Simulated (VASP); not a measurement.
A run of VASP 6.6.1 is set up as follows.

INCAR

```
SYSTEM = Zr
PREC = Accurate ; ENCUT = 520
EDIFF = 1E-8 ; ISMEAR = 0
SIGMA = 0.05 ; LREAL = .FALSE.
LASPH = .TRUE. ; NELM = 60
ALGO = Fast ; ISIF = 2
LWAVE = .FALSE. ; LCHARG = .FALSE.
GGA = PE ; LEFG = .TRUE.
NBANDS = 19
```

The input KPOINTS:

```
regular mesh
0
G
  16 16 10
  0 0 0
```

POSCAR

```
Zr
1.0
    3.2320358653      0.0000000000      0.0000000000
   -1.6160179327      2.7990251653      0.0000000000
    0.0000000000      0.0000000000      5.1715773994
Zr
2
Direct
    0.3333333333      0.6666666667      0.2500000000
    0.6666666667      0.3333333333      0.7500000000
```

Potentials or basis: VASP PAW PBE potentials, release 64 (Zr_sv).

Command:

```bash
$ cat potpaw_PBE.64/Zr_sv/POTCAR > POTCAR
$ mpirun -np 1 vasp_std > vasp.out
```

**Question.** What does it give for the pressure?

**Answer.** 0.0 GPa.

**Question.** What does it give for the band gap on the k mesh?

**Answer.** Zero (bands 12 and 13 overlap by 1.17 eV).

Electric field gradients, principal values (V/Å²):
```csv
atom,least,middle,greatest (by size)
1 Zr,-19.037,-19.037,38.074
2 Zr,-19.037,-19.037,38.074
```

Caveat: without QUAD_EFG the Cq values of the log hold for a quadrupole moment of 1 mb, not for the nuclei.
